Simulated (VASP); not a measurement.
Input of a VASP 6.6.1 run:

INCAR

```
PREC = Accurate
ENCUT = 520
EDIFF = 1E-6
ISMEAR = -1
SIGMA = 0.02
LREAL = Auto
LASPH = T
NELM = 120
ALGO = Normal
ISIF = 2
LWAVE = F
LCHARG = T
GGA = PE
IVDW = 12
LELF = T
LVHAR = T
NBANDS = 64
GGA_COMPAT = F
```

The input KPOINTS:

```
regular mesh
0
Gamma
  1 1 1
```

File POSCAR:

```
H6C2O
1.0
    6.3913290000      0.0000000000      0.0000000000
    0.0000000000      6.3913290000      0.0000000000
    0.0000000000      0.0000000000      6.3913290000
C O H
8 4 24
Direct
    0.2467718373      0.6572498458      0.7993642637
    0.0422603812      0.7667888791      0.8249927363
    0.5305782256      0.4927457185      0.1844686762
    0.4276888265      0.5878433108      0.3511319790
    0.5422972280      0.1883489334      0.6705647605
    0.7546004908      0.2793785142      0.7134040510
    0.2000522896      0.0903880867      0.2166372596
   -0.0280692795      0.1670388115      0.1940441495
   -0.0514603457      0.7462297747      1.0252327802
    0.2109889821      0.5490407394      0.3130491327
    0.7849071766      0.4506574454      0.6003289770
   -0.0232971891      0.3562482858      0.0673412369
    0.0878377564      0.7033435456      1.1182337821
    0.0569834537      0.9343127228      0.7640664406
   -0.0449984659      0.6894497216      0.7081469284
    0.2936791393      0.6810946518      0.6445451329
    0.3787944573      0.7351992050      0.8700537869
    0.2312351625      0.4919164700      0.8450981009
    0.1354334912      0.5928970328      0.4413792499
    0.4859083299      0.5457393916      0.5144469953
    0.4477316064      0.7548821223      0.3335769446
    0.6944565051      0.5159646765      0.1998801814
    0.4742362660      0.3316211699      0.1849693546
    0.5035103028      0.5784712381      0.0411338549
    0.7958125767      0.5735113933      0.6871810229
    0.7712167532      0.3300409039      0.8810217718
    0.8665333924      0.1556483792      0.6840361371
    0.5241319920      0.0325440922      0.7305679304
    0.4258895137      0.2948213118      0.7462297747
    0.5178422203      0.2071869560      0.5064204956
   -0.1515960139      0.4342445836      0.0898561160
   -0.1110254221      0.0550120327      0.0920935223
   -0.1225410239      0.2112706137      0.3340463306
    0.2672370645      0.1934495940      0.3263014625
    0.2206739788     -0.0657296784      0.2668146171
    0.2875145373      0.1139825536      0.0703453069
```

Potentials or basis: VASP PAW PBE potentials, release 64 (C, O, H).

Run with:

```console
$ cat potpaw_PBE.64/C/POTCAR potpaw_PBE.64/O/POTCAR potpaw_PBE.64/H/POTCAR > POTCAR
$ mpirun -np 1 vasp_gam > vasp.out
```

**Question.** Estimate the pressure.

**Answer.** 9.6 GPa.

**Question.** Estimate the largest force.

**Answer.** 4.407 eV/Å.

**Question.** Predict the band gap on the k mesh.

**Answer.** 4.76 eV.

Stress tensor (GPa, compression positive):
```
 8.04  1.80  0.99
 1.80 10.80  2.38
 0.99  2.38  9.92
```

Caveat: the k points lie up to 0.98 Å⁻¹ apart.
